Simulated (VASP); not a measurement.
# Hg (P6/mmm) in VASP: a series of runs

Hg is run at these levels: PBEsol; tasks: electric field gradients.

All numbers are computed with VASP 6.6.1; they aren't measurements. Logs are shortened: lines on timing, memory, paths and dates and some standing lists are left out, and cuts for length are marked.

## Step 1: The cell of the first run

Symmetry: P6/mmm, No. 191, hexagonal system. The conventional cell has a = 4.540 Å, b = 4.540 Å, c = 3.831 Å, α = 90.00°, β = 90.00°, γ = 120.00°. Hg (site symmetry -6m2) has 9 Hg at 2.62 to 3.25 Å within 3.5 Å. Within 4.3 Å of Hg (site symmetry 6/mmm) lie 14 Hg at 3.25 to 3.83 Å.

## Step 2: Electric field gradients, PBEsol (zz strain of -1 %)

File INCAR:

```
SYSTEM = Hg
PREC     = Accurate       ! precision mode
ENCUT    = 520            ! plane-wave cutoff, eV
EDIFF    = 1E-8           ! SCF threshold, eV
ISMEAR   = -1             ! smearing method
SIGMA    = 0.05           ! smearing width, eV
LREAL    = .FALSE.        ! projectors in reciprocal space
LASPH    = .TRUE.         ! aspherical terms in the spheres
NELM     = 100            ! most SCF steps
ALGO     = Normal         ! electronic algorithm
ISIF     = 2              ! what is computed and relaxed
LWAVE    = .FALSE.        ! write WAVECAR
LCHARG   = .FALSE.        ! write CHGCAR
GGA      = PS             ! functional
LEFG     = .TRUE.       
NBANDS   = 25             ! bands
```

File KPOINTS:

```
Automatic mesh
0
G
  8 8 9
  0 0 0
```

File POSCAR:

```
Hg
1.0
    4.5400020208      0.0000000000      0.0000000000
   -2.2700010104      3.9317570832      0.0000000000
    0.0000000000      0.0000000000      3.8313000000
Hg
3
Direct
    0.3333333333      0.6666666667      0.5000000000
    0.0000000000      0.0000000000      0.0000000000
    0.6666666667      0.3333333333      0.5000000000
```

Potentials or basis: VASP PAW PBE potentials, release 64 (Hg).

The run is started by

```sh
$ cat potpaw_PBE.64/Hg/POTCAR > POTCAR
$ mpirun -np 1 vasp_std > vasp.out
```

OUTCAR:

```text
SYSTEM = Hg
   PREC = Accurate
   ENCUT = 520
   EDIFF = 1E-8
   ISMEAR = -1
   LREAL = .FALSE.
   LASPH = .TRUE.
   NELM = 100
   ISIF = 2
   GGA = PS

 ion  position               nearest neighbor table
   1  0.333  0.667  0.500-   3 2.62   3 2.62   3 2.62   2 3.25   2 3.25   2 3.25   2 3.25   2 3.25
                             2 3.25
   2  0.000  0.000  0.000-   1 3.25   3 3.25   1 3.25   3 3.25   1 3.25   1 3.25   3 3.25   3 3.25
                             3 3.25   3 3.25   1 3.25   1 3.25
   3  0.667  0.333  0.500-   1 2.62   1 2.62   1 2.62   2 3.25   2 3.25   2 3.25   2 3.25   2 3.25
                             2 3.25

  LATTYP: Found a hexagonal cell.
 ALAT       =     4.5400020208
 C/A-ratio  =     0.8438983028

  Lattice vectors:

 A1 = (   4.5400020208,   0.0000000000,   0.0000000000)
 A2 = (  -2.2700010104,   3.9317570832,   0.0000000000)
 A3 = (   0.0000000000,   0.0000000000,   3.8313000000)

Analysis of symmetry for initial positions (statically):
=====================================================================
 Subroutine PRICEL returns:
 Original cell was already a primitive cell.

 Routine SETGRP: Setting up the symmetry group for a
 hexagonal supercell.

 Subroutine GETGRP returns: Found 24 space group operations
 (whereof 24 operations were pure point group operations)
 out of a pool of 24 trial point group operations.

The static configuration has the point symmetry D_6h.

Analysis of symmetry for dynamics (positions and initial velocities):
=====================================================================
 Subroutine PRICEL returns:
 Original cell was already a primitive cell.

 Routine SETGRP: Setting up the symmetry group for a
 hexagonal supercell.

 Subroutine GETGRP returns: Found 24 space group operations
 (whereof 24 operations were pure point group operations)
 out of a pool of 24 trial point group operations.

The dynamic configuration has the point symmetry D_6h.

 Subroutine INISYM returns: Found 24 space group operations
 (whereof 24 operations are pure point group operations),
 and found     1 'primitive' translations

----------------------------------------------------------------------------------------

                                     Primitive cell

  volume of cell :      68.3894

  direct lattice vectors                    reciprocal lattice vectors
     4.540002021  0.000000000  0.000000000     0.220264219  0.127169606  0.000000000
    -2.270001010  3.931757083  0.000000000     0.000000000  0.254339212  0.000000000
     0.000000000  0.000000000  3.831300000     0.000000000  0.000000000  0.261008013

  length of vectors
     4.540002021  4.540002021  3.831300000     0.254339212  0.254339212  0.261008013

  position of ions in fractional coordinates (direct lattice)
     0.333333333  0.666666667  0.500000000
     0.000000000  0.000000000  0.000000000
     0.666666667  0.333333333  0.500000000

  ion indices of the primitive-cell ions
   primitive index   ion index
                 1           1
                 2           2
                 3           3

----------------------------------------------------------------------------------------

 KPOINTS: Automatic mesh

Automatic generation of k-mesh.
 Grid dimensions read from file:
 generate k-points for:    8    8    9

 Generating k-lattice:

  Cartesian coordinates                     Fractional coordinates (reciprocal lattice)
     0.027533027  0.015896201  0.000000000     0.125000000  0.000000000  0.000000000
     0.000000000  0.031792402  0.000000000     0.000000000  0.125000000  0.000000000
     0.000000000  0.000000000  0.029000890     0.000000000  0.000000000  0.111111111

  Length of vectors
     0.031792402  0.031792402  0.029000890

  Shift w.r.t. Gamma in fractional coordinates (k-lattice)
     0.000000000  0.000000000  0.000000000

 Subroutine IBZKPT returns following result:
 ===========================================

 Found     50 irreducible k-points:

 Following reciprocal coordinates:
            Coordinates               Weight
  0.000000  0.000000  0.000000      1.000000
  0.125000  0.000000  0.000000      6.000000
  0.250000  0.000000  0.000000      6.000000
  0.375000  0.000000  0.000000      6.000000
  0.500000  0.000000  0.000000      3.000000
  0.125000  0.125000  0.000000      6.000000
[... 16 lines left out ...]
  0.250000  0.000000  0.222222     12.000000
  0.375000  0.000000  0.222222     12.000000
 [... further k-points ...]
   k-points           NKPTS =     50   k-points in BZ     NKDIM =     50   number of bands    NBANDS=     25
   number of dos      NEDOS =    301   number of ions     NIONS =      3
   total plane-waves  NPLWV =  36288
   dimension x,y,z NGX =    36 NGY =   36 NGZ =   28
   dimension x,y,z NGXF=    72 NGYF=   72 NGZF=   56
   ions per type =               3
   NGX,Y,Z   is equivalent  to a cutoff of  13.18, 13.18, 12.15 a.u.
   NGXF,Y,Z  is equivalent  to a cutoff of  26.36, 26.36, 24.30 a.u.
 SYSTEM =  Hg
   PREC   = accura    normal or accurate (medium, high low for compatibility)
   ISTART =      0    job   : 0-new  1-cont  2-samecut
   ICHARG =      2    charge: 1-file 2-atom 10-const
   ISPIN  =      1    spin polarized calculation?
   LNONCOLLINEAR =      F non collinear calculations
   LSORBIT =      F    spin-orbit coupling
   LASPH  =      T    aspherical Exc in radial PAW
   ENCUT  =  520.0 eV  38.22 Ry    6.18 a.u.   8.44  8.44  7.12*2*pi/ulx,y,z
   NELM   =    100;   NELMIN=  2; NELMDL= -5     # of ELM steps
   EDIFF  = 0.1E-07   stopping-criterion for ELM
   LREAL  =      F    real-space projection
   EDIFFG = 0.1E-06   stopping-criterion for IOM
   NSW    =      0    number of steps for IOM
   IBRION =     -1    ionic relax: 0-MD 1-quasi-New 2-CG
   NFREE  =      0    steps in history (QN), initial steepest desc. (CG)
   ISIF   =      2    stress and relaxation
   ISYM   =      2    0-nonsym 1-usesym 2-fastsym
   POTIM  = 0.5000    time-step for ionic-motion
   TEBEG  =    0.0;   TEEND  =   0.0 temperature during run
   PSTRESS=    0.0 pullay stress
   NELECT =      36.0000    total number of electrons
   NUPDOWN=      -1.0000    fix difference up-down
   EMIN   =  10.00;   EMAX   =-10.00  energy-range for DOS
   EFERMI =   0.00;   METHOD = LEGACY
   ISMEAR =    -1;   SIGMA  =   0.05  broadening in eV -4-tet -1-fermi 0-gaus
   EFERMI_NEDOS =   21; number of points for ismear=-14 and -15
   IALGO  =     38    algorithm
   IMIX   =      4    mixing-type and parameters
     AMIX     =   0.40;   BMIX     =  1.00
     AMIX_MAG =   1.60;   BMIX_MAG =  1.00
  volume/ion in A,a.u.               =      22.80       153.84
  Fermi-wavevector in a.u.,A,eV,Ry     =   1.321841  2.497918 23.772982  1.747265
  Thomas-Fermi vector in A             =   2.451566
   LORBIT       =      0    0 simple, 1 ext, 2 COOP (PROOUT), +10 PAW based schemes
   GGA     = PS    functional components
   LHFCALC =     F    Hartree Fock is set to
   AEXX    =    0.0000 exact exchange contribution
   IVDW    =     0    specifies the selected vdW correction
   LEPSILON=     F    determine dielectric tensor
   LRPA    =     F    only Hartree local field effects (RPA)
 non-spin polarized calculation
  energy-cutoff  :      520.00
  volume of cell :       68.39
 maximum number of plane-waves:      1869
 NGX is ok and might be reduce to    36
   NGX = 17   NGY = 17   NGZ = 15

 number of electron      35.9999999 magnetization

 Free energy of the ion-electron system (eV)
  ---------------------------------------------------
  ext. energy  EPLUGINS =         0.00000000
  ---------------------------------------------------
  free energy    TOTEN  =        -1.04996046 eV

  energy without entropy =       -1.04085243  energy(sigma->0) =       -1.04540645

 E-fermi :   3.0512     XC(G=0): -11.1678

 val. band max:        3.0450628709   @ k =   0.3750   0.0000   0.4444
 cond. band min:       3.0827388985   @ k =   0.3750   0.1250   0.3333
 fundamental gap:      0.0376760276
 Fermi energy:         3.0511868853

 k-point     1 :       0.0000    0.0000    0.0000
  band No.  band energies     occupation
      1      -7.0399      2.00000
      2      -5.2467      2.00000
      3      -4.9432      2.00000
      4      -4.9432      2.00000
      5      -4.7210      2.00000
      6      -4.7210      2.00000
[... 17 lines left out ...]
     24      11.1273      0.00000
     25      15.6165      0.00000
[... 621 lines left out ...]
      3      -5.6262      2.00000
      4      -5.1571      2.00000
      5      -4.9978      2.00000
      6      -4.2426      2.00000
[... 17 lines left out ...]
     24      11.7907      0.00000
     25      13.8442      0.00000

 [... further k-points ...]
[... 5 lines left out ...]
  --------------------------------------------------------------------------------------
  -------------------------------------------------------------------------------------
  Total        5.7534780      5.7534780      0.0745623      0.0000000      0.0000000      0.0000000
  in kB      134.7882864    134.7882864      1.7467920      0.0000000      0.0000000      0.0000000
  external PRESSURE =      90.4411216 kB  Pullay stress =       0.0000000 kB

 VOLUME and BASIS-vectors are now :
 -----------------------------------------------------------------------------
  energy-cutoff  :      520.00
  volume of cell :       68.39
      direct lattice vectors                 reciprocal lattice vectors
     4.540002021  0.000000000  0.000000000     0.220264219  0.127169606  0.000000000
    -2.270001010  3.931757083  0.000000000     0.000000000  0.254339212  0.000000000
     0.000000000  0.000000000  3.831300000     0.000000000  0.000000000  0.261008013

 POSITION                                       TOTAL-FORCE (eV/Angst)
 -----------------------------------------------------------------------------------
     -0.00000      2.62117      1.91565         0.000000     -0.000000     -0.000000
      0.00000      0.00000      0.00000        -0.000000      0.000000      0.000000
      2.27000      1.31059      1.91565        -0.000000      0.000000      0.000000
 -----------------------------------------------------------------------------------
    total drift:                                0.000000     -0.000000     -0.000000

  FREE ENERGIE OF THE ION-ELECTRON SYSTEM (eV)
  ---------------------------------------------------
  free  energy   TOTEN  =        -1.0499604607 eV

  energy  without entropy=       -1.0408524309  energy(sigma->0) =       -1.04540645

 Electric field gradients (V/A^2)
---------------------------------------------------------------------
 ion       V_xx      V_yy      V_zz      V_xy      V_xz      V_yz
---------------------------------------------------------------------
   1    -168.864  -168.863   337.727     0.001     0.000    -0.000
   2     -18.285   -18.284    36.569     0.001     0.000     0.000
   3    -168.864  -168.863   337.727     0.001     0.000    -0.000
---------------------------------------------------------------------

 Electric field gradients after diagonalization (V/A^2)
 (convention: |V_zz| > |V_xx| > |V_yy|)
----------------------------------------------------------------------
 ion       V_xx      V_yy      V_zz     asymmetry (V_yy - V_xx)/ V_zz
----------------------------------------------------------------------
   1    -168.864  -168.863   337.727       0.000
   2     -18.285   -18.284    36.569       0.000
   3    -168.864  -168.863   337.727       0.000
----------------------------------------------------------------------

           NMR quadrupolar parameters

 Cq : quadrupolar parameter    Cq=e*Q*V_zz/h
 eta: asymmetry parameters     (V_yy - V_xx)/ V_zz
 Q  : nuclear electric quadrupole moment in mb (millibarn)
----------------------------------------------------------------------
 ion       Cq(MHz)       eta       Q (mb)
----------------------------------------------------------------------
   1       0.817       0.000       1.000
   2       0.088       0.000       1.000
   3       0.817       0.000       1.000
----------------------------------------------------------------------
```

Wall time 2 min (1 thread of Intel Xeon 8259CL, shared host); peak memory 0.22 GiB.

Results:

```yaml
Free_energy: -1.0500 eV
Pressure: 9.0 GPa
Band_gap_on_the_k_mesh: zero (bands 18 and 19 overlap by 5.12 eV)
Largest_electric_field_gradient_by_atom: Hg +337.7, +36.6 (each value once) V/Å²
```

Stress tensor (GPa, compression positive):
```
13.48  0.00  0.00
 0.00 13.48  0.00
 0.00  0.00  0.17
```

Levels at points of the mesh, in eV from the Fermi level:
```csv
k point,band 15,band 16,band 17,band 18,band 19,band 20,band 21,band 22
"(0.00, 0.00, 0.00)",-5.92,-5.92,0.45,2.07,2.61,3.54,3.54,3.80
"(0.50, 0.00, 0.00)",-5.86,-5.77,-5.01,-0.76,0.33,6.24,6.28,7.21
```

Electric field gradients, principal values (V/Å²):
```csv
atom,least,middle,greatest (by size)
1 Hg,-168.863,-168.864,337.727
2 Hg,-18.284,-18.285,36.569
3 Hg,-168.863,-168.864,337.727
```

Caveat: the cell differs from its parent crystal (zz strain of -1 %); the cell stands under pressure; without QUAD_EFG the Cq values of the log hold for a quadrupole moment of 1 mb, not for the nuclei; the PAW data sets were made with another functional, which shifts forces and pressure a little; spin-orbit coupling is left out, which moves the levels of the heavy elements.

(Continued in part 2 of 2.)
